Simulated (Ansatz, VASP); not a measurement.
# One calculation of Be, two programs

```xyz
2
Lattice="0.0000 2.5010 2.5010 2.5010 0.0000 2.5010 2.5010 2.5010 0.0000" Properties=species:S:1:pos:R:3 pbc="T T T"
Be    0.6252    0.6252    0.6252
Be    4.3767    4.3767    4.3767
```

Alike in both runs: task single point; functional PBEsol; k mesh 13 × 13 × 13; occupations fermi-dirac, width 0.1 eV; no spin polarisation.

|  | VASP | Ansatz |
| --- | --- | --- |
| version | VASP 6.6.1 | Ansatz 0.2.0 |
| potentials or method | VASP PAW PBE potentials, release 64 (Be), cutoff 520 eV | plane waves (420 eV) with PAW, scalar-relativistic |
| valence electrons in the cell | 4 | 4 |

|  | VASP | Ansatz | Ansatz less VASP |
| --- | --- | --- | --- |
| pressure (GPa) | -3.0 | -3.1 | -0.09 |

VASP's potentials were made for PBE, not for PBEsol, and Ansatz warns of the same on its side.
